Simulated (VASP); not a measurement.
A run of VASP 6.6.1 is set up as follows.

INCAR

```
PREC = Accurate
ENCUT = 600
EDIFF = 1E-6
ISMEAR = 0
SIGMA = 0.05
LREAL = F
LASPH = T
NELM = 100
ALGO = Normal
ISIF = 4
LWAVE = F
LCHARG = F
GGA = PE
IBRION = 2
NSW = 60
EDIFFG = -0.01
```

File KPOINTS:

```
Automatic mesh
0
Gamma
  8 8 6
```

File POSCAR:

```
BiTe
1.0
    4.1667809675      0.0000000000      0.0000000000
   -2.0833904837      3.6085381698      0.0000000000
    0.0000000000      0.0000000000      8.6538222878
Bi Te
2 2
Direct
    0.3333333333      0.6666666667      0.2500000000
    0.6666666667      0.3333333333      0.7500000000
    0.0000000000      0.0000000000      0.0000000000
    0.0000000000      0.0000000000      0.5000000000
```

Potentials or basis: VASP PAW PBE potentials, release 64 (Bi_d, Te).

The run is started by

```sh
$ cat potpaw_PBE.64/Bi_d/POTCAR potpaw_PBE.64/Te/POTCAR > POTCAR
$ mpirun -np 1 vasp_std > vasp.out
```

Task: Predict the band gap on the k mesh.

Result: Zero (bands 21 and 22 overlap by 2.71 eV).

Step by step:
```
step  energy change (eV)  largest force (eV/Å)  pressure (GPa)  volume (Å³)
   1              0.0000                0.0000            1.03       130.12
   2             -0.0007                0.0000            0.99       130.12
   3             -0.0010                0.0000            0.87       130.12
   4             -0.0010                0.0000            0.90       130.12
```

Caveat: spin-orbit coupling is left out, which moves the levels of the heavy elements.
